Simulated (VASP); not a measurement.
A run of VASP 6.6.1 is set up as follows.

File POSCAR:

```
BaHfO3
1.0
    4.3441915115      0.0000000000      0.0000000000
    0.0000000000      4.3441915115      0.0000000000
    0.0000000000      0.0000000000      4.0768566493
Ba Hf O
1 1 3
Direct
    0.5000000000      0.5000000000      0.5000000000
    0.0000000000      0.0000000000      0.0000000000
    0.0000000000      0.5000000000      0.0000000000
    0.5000000000      0.0000000000      0.0000000000
    0.0000000000      0.0000000000      0.5000000000
```

The input INCAR.step1:

```
  ALGO = Normal
  EDIFF = 1E-4
  ENCUT = 520
  GGA = PE
  ISMEAR = 0
  LASPH = True
  LCHARG = False
  LREAL = False
  LWAVE = True
  NBANDS = 27
  NELM = 80
  PREC = Accurate
  SIGMA = 0.02
```

Contents of INCAR.step2:

```
  ALGO = Normal
  EDIFF = 1E-6
  ENCUT = 520
  ISIF = 2
  ISMEAR = 0
  ISTART = 1
  LASPH = True
  LCHARG = False
  LMIXTAU = True
  LREAL = False
  LWAVE = False
  METAGGA = R2SCAN
  NBANDS = 27
  NELM = 80
  PREC = Accurate
  SIGMA = 0.02
```

KPOINTS

```
k-points
0
Gamma
  6 6 6
```

Potentials or basis: VASP PAW PBE potentials, release 64 (Ba_sv, Hf_pv, O).

Launch:

```sh
$ cat potpaw_PBE.64/Ba_sv/POTCAR potpaw_PBE.64/Hf_pv/POTCAR potpaw_PBE.64/O/POTCAR > POTCAR
$ cp INCAR.step1 INCAR
$ mpirun -np 1 vasp_std > vasp.out
$ cp INCAR.step2 INCAR
$ mpirun -np 1 vasp_std > vasp.out
```

Estimate the pressure.

-8.0 GPa.

Predict the band gap on the k mesh.

3.74 eV, indirect (least direct gap 3.99 eV).

Stress tensor (GPa, compression positive):
```
-12.61   0.00   0.00
  0.00 -12.61   0.00
  0.00   0.00   1.31
```

Caveat: the cell differs from its parent crystal (biaxial strain in the a-b plane: +4.0 %); the PAW data sets were made with another functional, which shifts forces and pressure a little; spin-orbit coupling is left out, which moves the levels of the heavy elements. A k mesh can miss the band edges.
